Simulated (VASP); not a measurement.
# Pr (P6_3/mmc) in VASP: single point with PBE

Aim: the single point of Pr with PBE.

All numbers are computed with VASP 6.6.1; they aren't measurements. Logs are shortened: lines on timing, memory, paths and dates and some standing lists are left out, and cuts for length are marked.

## 1. The cell of the first run

It takes space group P6_3/mmc (No. 194, hexagonal). The conventional cell has a = 3.655 Å, b = 3.655 Å, c = 5.970 Å, α = 90.00°, β = 90.00°, γ = 120.00°. Within 4.8 Å of Pr (site symmetry -6m2) lie 12 Pr at 3.66 Å.

## 2. Single point, PBE, collinear spin, ferromagnetic start

File INCAR:

```
PREC = Accurate
ENCUT = 520
EDIFF = 1E-6
ISMEAR = 0
SIGMA = 0.05
LREAL = F
LASPH = T
NELM = 150
ALGO = Fast
ISIF = 2
LWAVE = F
LCHARG = F
ISPIN = 2
MAGMOM = 2 2
LORBIT = 11
LMAXMIX = 6
GGA = PE
NBANDS = 24
```

File KPOINTS:

```
Automatic mesh
0
Gamma
  6 6 4
```

File POSCAR:

```
Pr
1.0
    3.6552103579      0.0000000000      0.0000000000
   -1.8276051790      3.1655050261      0.0000000000
    0.0000000000      0.0000000000      5.9701769180
Pr
2
Direct
    0.3333333333      0.6666666667      0.7500000000
    0.6666666667      0.3333333333      0.2500000000
```

Potentials or basis: VASP PAW PBE potentials, release 64 (Pr).

The run is started by

```console
$ cat potpaw_PBE.64/Pr/POTCAR > POTCAR
$ mpirun -np 1 vasp_std > vasp.out
```

OUTCAR:

```text
PREC = Accurate
   ENCUT = 520
   EDIFF = 1E-6
   ISMEAR = 0
   LREAL = F
   LASPH = T
   NELM = 150
   ISIF = 2
   ISPIN = 2
   LORBIT = 11
   GGA = PE

 ion  position               nearest neighbor table
   1  0.333  0.667  0.750-
   2  0.667  0.333  0.250-

  LATTYP: Found a hexagonal cell.
 ALAT       =     3.6552103579
 C/A-ratio  =     1.6333333334

  Lattice vectors:

 A1 = (   3.6552103579,   0.0000000000,   0.0000000000)
 A2 = (  -1.8276051790,   3.1655050261,   0.0000000000)
 A3 = (   0.0000000000,   0.0000000000,   5.9701769180)

Analysis of symmetry for initial positions (statically):
=====================================================================
 Subroutine PRICEL returns:
 Original cell was already a primitive cell.

 Routine SETGRP: Setting up the symmetry group for a
 hexagonal supercell.

 Subroutine GETGRP returns: Found 24 space group operations
 (whereof 12 operations were pure point group operations)
 out of a pool of 24 trial point group operations.

The static configuration has the point symmetry D_3d.
 The point group associated with its full space group is D_6h.

Analysis of symmetry for dynamics (positions and initial velocities):
=====================================================================
 Subroutine PRICEL returns:
 Original cell was already a primitive cell.

 Routine SETGRP: Setting up the symmetry group for a
 hexagonal supercell.

 Subroutine GETGRP returns: Found 24 space group operations
 (whereof 12 operations were pure point group operations)
 out of a pool of 24 trial point group operations.

The dynamic configuration has the point symmetry D_3d.
 The point group associated with its full space group is D_6h.

Analysis of structural, dynamic, and magnetic symmetry:
=====================================================================
 Subroutine PRICEL returns:
 Original cell was already a primitive cell.

 Routine SETGRP: Setting up the symmetry group for a
 hexagonal supercell.

 Subroutine GETGRP returns: Found 24 space group operations
 (whereof 12 operations were pure point group operations)
 out of a pool of 24 trial point group operations.

The overall configuration has the point symmetry D_3d.
 The point group associated with its full space group is D_6h.

 Subroutine INISYM returns: Found 24 space group operations
 (whereof 12 operations are pure point group operations),
 and found     1 'primitive' translations

----------------------------------------------------------------------------------------

                                     Primitive cell

  volume of cell :      69.0784

  direct lattice vectors                    reciprocal lattice vectors
     3.655210358  0.000000000  0.000000000     0.273582066  0.157952679  0.000000000
    -1.827605179  3.165505026  0.000000000     0.000000000  0.315905358  0.000000000
     0.000000000  0.000000000  5.970176918     0.000000000  0.000000000  0.167499224

  length of vectors
     3.655210358  3.655210358  5.970176918     0.315905358  0.315905358  0.167499224

  position of ions in fractional coordinates (direct lattice)
     0.333333333  0.666666667  0.750000000
     0.666666667  0.333333333  0.250000000

  ion indices of the primitive-cell ions
   primitive index   ion index
                 1           1
                 2           2

----------------------------------------------------------------------------------------

 KPOINTS: Automatic mesh

Automatic generation of k-mesh.
 Grid dimensions read from file:
 generate k-points for:    6    6    4

 Generating k-lattice:

  Cartesian coordinates                     Fractional coordinates (reciprocal lattice)
     0.045597011  0.026325447  0.000000000     0.166666667 -0.000000000  0.000000000
     0.000000000  0.052650893  0.000000000     0.000000000  0.166666667  0.000000000
     0.000000000  0.000000000  0.041874806     0.000000000  0.000000000  0.250000000

  Length of vectors
     0.052650893  0.052650893  0.041874806

  Shift w.r.t. Gamma in fractional coordinates (k-lattice)
     0.000000000  0.000000000  0.000000000

 Subroutine IBZKPT returns following result:
 ===========================================

 Found     21 irreducible k-points:

 Following reciprocal coordinates:
            Coordinates               Weight
  0.000000  0.000000  0.000000      1.000000
  0.166667  0.000000  0.000000      6.000000
  0.333333  0.000000  0.000000      6.000000
  0.500000  0.000000  0.000000      3.000000
  0.166667  0.166667  0.000000      6.000000
  0.333333  0.166667  0.000000     12.000000
[... 13 lines left out ...]
  0.333333  0.166667  0.500000     12.000000
  0.333333  0.333333  0.500000      2.000000
   k-points           NKPTS =     21   k-points in BZ     NKDIM =     21   number of bands    NBANDS=     24
   number of dos      NEDOS =    301   number of ions     NIONS =      2
   total plane-waves  NPLWV =  37632
   dimension x,y,z NGX =    28 NGY =   28 NGZ =   48
   dimension x,y,z NGXF=    56 NGYF=   56 NGZF=   96
   ions per type =               2
   NGX,Y,Z   is equivalent  to a cutoff of  12.73, 12.73, 13.37 a.u.
   NGXF,Y,Z  is equivalent  to a cutoff of  25.47, 25.47, 26.73 a.u.
 SYSTEM =  unknown system
   PREC   = accura    normal or accurate (medium, high low for compatibility)
   ISTART =      0    job   : 0-new  1-cont  2-samecut
   ICHARG =      2    charge: 1-file 2-atom 10-const
   ISPIN  =      2    spin polarized calculation?
   LNONCOLLINEAR =      F non collinear calculations
   LSORBIT =      F    spin-orbit coupling
   LASPH  =      T    aspherical Exc in radial PAW
   ENCUT  =  520.0 eV  38.22 Ry    6.18 a.u.   6.80  6.80 11.10*2*pi/ulx,y,z
   NELM   =    150;   NELMIN=  2; NELMDL= -5     # of ELM steps
   EDIFF  = 0.1E-05   stopping-criterion for ELM
   LREAL  =      F    real-space projection
[... 7 lines left out ...]
   TEBEG  =    0.0;   TEEND  =   0.0 temperature during run
   PSTRESS=    0.0 pullay stress
   NELECT =      26.0000    total number of electrons
   NUPDOWN=      -1.0000    fix difference up-down
   EMIN   =  10.00;   EMAX   =-10.00  energy-range for DOS
   EFERMI =   0.00;   METHOD = LEGACY
   ISMEAR =     0;   SIGMA  =   0.05  broadening in eV -4-tet -1-fermi 0-gaus
   EFERMI_NEDOS =   21; number of points for ismear=-14 and -15
   IALGO  =     68    algorithm
   IMIX   =      4    mixing-type and parameters
     AMIX     =   0.40;   BMIX     =  1.00
     AMIX_MAG =   1.60;   BMIX_MAG =  1.00
  volume/ion in A,a.u.               =      34.54       233.08
  Fermi-wavevector in a.u.,A,eV,Ry     =   1.182003  2.233661 19.009109  1.397130
  Thomas-Fermi vector in A             =   2.318265
   LORBIT       =     11    0 simple, 1 ext, 2 COOP (PROOUT), +10 PAW based schemes
   GGA     = PE    functional components
   LHFCALC =     F    Hartree Fock is set to
   AEXX    =    0.0000 exact exchange contribution
   IVDW    =     0    specifies the selected vdW correction
   LEPSILON=     F    determine dielectric tensor
   LRPA    =     F    only Hartree local field effects (RPA)
 spin polarized calculation
 RMM-DIIS sequential band-by-band and
 Gauss-broadening in eV      SIGMA  =   0.05
  energy-cutoff  :      520.00
  volume of cell :       69.08
 maximum number of plane-waves:      1872
 NGX is ok and might be reduce to    28
   NGX = 13   NGY = 13   NGZ = 23

 number of electron      25.9999996 magnetization       5.8748019

 Free energy of the ion-electron system (eV)
  ---------------------------------------------------
  ext. energy  EPLUGINS =         0.00000000
  ---------------------------------------------------
  free energy    TOTEN  =       -10.84901971 eV

  energy without entropy =      -10.82714256  energy(sigma->0) =      -10.83808114

 E-fermi :   6.0489     XC(G=0):  -9.9070

 val. band max:        6.0438710392   @ k =   0.1667   0.0000   0.2500
 cond. band min:       6.0572419236   @ k =   0.3333   0.3333   0.2500
 fundamental gap:      0.0133708843
 Fermi energy:         6.0489154945

 spin component 1

 k-point     1 :       0.0000    0.0000    0.0000
  band No.  band energies     occupation
      1     -29.9574      1.00000
      2     -29.7899      1.00000
      3     -12.6475      1.00000
      4     -11.4932      1.00000
      5     -11.4932      1.00000
      6     -11.3505      1.00000
[... 16 lines left out ...]
     23       7.6335      0.00000
     24       7.6933      0.00000

 k-point     2 :       0.1667    0.0000    0.0000
  band No.  band energies     occupation
      1     -29.9204      1.00000
      2     -29.7723      1.00000
      3     -12.5409      1.00000
      4     -11.7601      1.00000
      5     -11.5968      1.00000
      6     -11.5733      1.00000
[... 16 lines left out ...]
     23       7.1327      0.00000
     24       7.4231      0.00000

 k-point     3 :       0.3333    0.0000    0.0000
  band No.  band energies     occupation
      1     -29.8395      1.00000
      2     -29.7425      1.00000
      3     -12.2773      1.00000
      4     -12.2695      1.00000
      5     -12.0797      1.00000
      6     -11.7192      1.00000
[... 16 lines left out ...]
     23       7.3396      0.00000
     24       7.7807      0.00000
[... 433 lines left out ...]
 k-point    20 :       0.3333    0.1667    0.5000
  band No.  band energies     occupation
      1     -29.7630      1.00000
      2     -29.7630      1.00000
      3     -12.4633      1.00000
      4     -12.4633      1.00000
      5     -11.8623      1.00000
      6     -11.8623      1.00000
[... 16 lines left out ...]
     23       7.6639      0.00000
     24       7.6670      0.00000

 k-point    21 :       0.3333    0.3333    0.5000
  band No.  band energies     occupation
      1     -29.7488      1.00000
      2     -29.7488      1.00000
      3     -12.3788      1.00000
      4     -12.3788      1.00000
      5     -12.1058      1.00000
      6     -12.1058      1.00000
[... 16 lines left out ...]
     23       7.1451      0.00000
     24       7.2681      0.00000
 Fermi energy:         6.0489154945

 spin component 2

 k-point     1 :       0.0000    0.0000    0.0000
  band No.  band energies     occupation
      1     -28.8075      1.00000
      2     -28.6328      1.00000
      3     -11.7233      1.00000
      4     -10.5575      1.00000
      5     -10.5575      1.00000
      6     -10.3929      1.00000
[... 16 lines left out ...]
     23       8.4693      0.00000
     24       8.6083      0.00000

 k-point     2 :       0.1667    0.0000    0.0000
  band No.  band energies     occupation
      1     -28.7688      1.00000
      2     -28.6143      1.00000
      3     -11.6129      1.00000
      4     -10.8314      1.00000
      5     -10.6645      1.00000
      6     -10.6403      1.00000
[... 16 lines left out ...]
     23       8.2512      0.00000
     24       8.4506      0.00000

 k-point     3 :       0.3333    0.0000    0.0000
  band No.  band energies     occupation
      1     -28.6844      1.00000
      2     -28.5831      1.00000
      3     -11.3552      1.00000
      4     -11.3398      1.00000
      5     -11.1549      1.00000
      6     -10.7902      1.00000
[... 16 lines left out ...]
     23       8.2394      0.00000
     24       8.4502      0.00000
[... 433 lines left out ...]
 k-point    20 :       0.3333    0.1667    0.5000
  band No.  band energies     occupation
      1     -28.6044      1.00000
      2     -28.6044      1.00000
      3     -11.5417      1.00000
      4     -11.5417      1.00000
      5     -10.9361      1.00000
      6     -10.9361      1.00000
[... 16 lines left out ...]
     23       8.1810      0.00000
     24       8.4112      0.00000

 k-point    21 :       0.3333    0.3333    0.5000
  band No.  band energies     occupation
      1     -28.5896      1.00000
      2     -28.5896      1.00000
      3     -11.4442      1.00000
      4     -11.4442      1.00000
      5     -11.1993      1.00000
      6     -11.1993      1.00000
[... 16 lines left out ...]
     23       8.1969      0.00000
     24       8.3395      0.00000

------------------------ aborting loop because EDIFF is reached ----------------------------------------

  FORCE on cell =-STRESS in cart. coord.  units (eV):
  Direction    XX          YY          ZZ          XY          YZ          ZX
  --------------------------------------------------------------------------------------
  -------------------------------------------------------------------------------------
  Total       -0.2479254     -0.2479254     -0.5739366      0.0000000      0.0000000      0.0000000
  in kB       -5.7502803     -5.7502803    -13.3116515      0.0000000      0.0000000      0.0000000
  external PRESSURE =      -8.2707374 kB  Pullay stress =       0.0000000 kB

 VOLUME and BASIS-vectors are now :
 -----------------------------------------------------------------------------
  energy-cutoff  :      520.00
  volume of cell :       69.08
      direct lattice vectors                 reciprocal lattice vectors
     3.655210358  0.000000000  0.000000000     0.273582066  0.157952679  0.000000000
    -1.827605179  3.165505026  0.000000000     0.000000000  0.315905358  0.000000000
     0.000000000  0.000000000  5.970176918     0.000000000  0.000000000  0.167499224

 POSITION                                       TOTAL-FORCE (eV/Angst)
 -----------------------------------------------------------------------------------
     -0.00000      2.11034      4.47763        -0.000000      0.000000      0.000000
      1.82761      1.05517      1.49254         0.000000      0.000000      0.000000
 -----------------------------------------------------------------------------------
    total drift:                               -0.000000      0.000000     -0.000000

  FREE ENERGIE OF THE ION-ELECTRON SYSTEM (eV)
  ---------------------------------------------------
  free  energy   TOTEN  =       -10.8490197116 eV

  energy  without entropy=      -10.8271425637  energy(sigma->0) =      -10.83808114

 total charge

# of ion       s       p       d       f       tot
--------------------------------------------------
    1        1.998   5.275   0.587   2.181  10.041
    2        1.998   5.275   0.587   2.181  10.041
--------------------------------------------------
tot          3.995  10.550   1.175   4.361  20.082

 magnetization (x)

# of ion       s       p       d       f       tot
--------------------------------------------------
    1       -0.007  -0.023   0.198   2.140   2.308
    2       -0.007  -0.023   0.198   2.140   2.308
--------------------------------------------------
tot         -0.014  -0.046   0.397   4.279   4.616
```

It took 13 min on 1 thread of Intel Xeon Platinum 8375C at 2.90GHz (Ice Lake), shared host; peak memory 0.25 GiB.

What came out:

```yaml
Free_energy: -10.8490 eV
Pressure: -0.8 GPa
Net_moment: 5.87 μB per cell
Site_moments: Pr +2.31 μB
Valence_electrons_inside_the_program's_atomic_spheres: Pr 10.04
```

Stress tensor (GPa, compression positive):
```
-0.58  0.00  0.00
 0.00 -0.58  0.00
 0.00  0.00 -1.33
```

Caveat: the magnetic or orbital state may not be the lowest; spin-orbit coupling is left out, which moves the levels of the heavy elements; semilocal functionals describe open f shells poorly, which spoils levels, moments and volumes. The state reached can hang on the start; a lower one may exist.
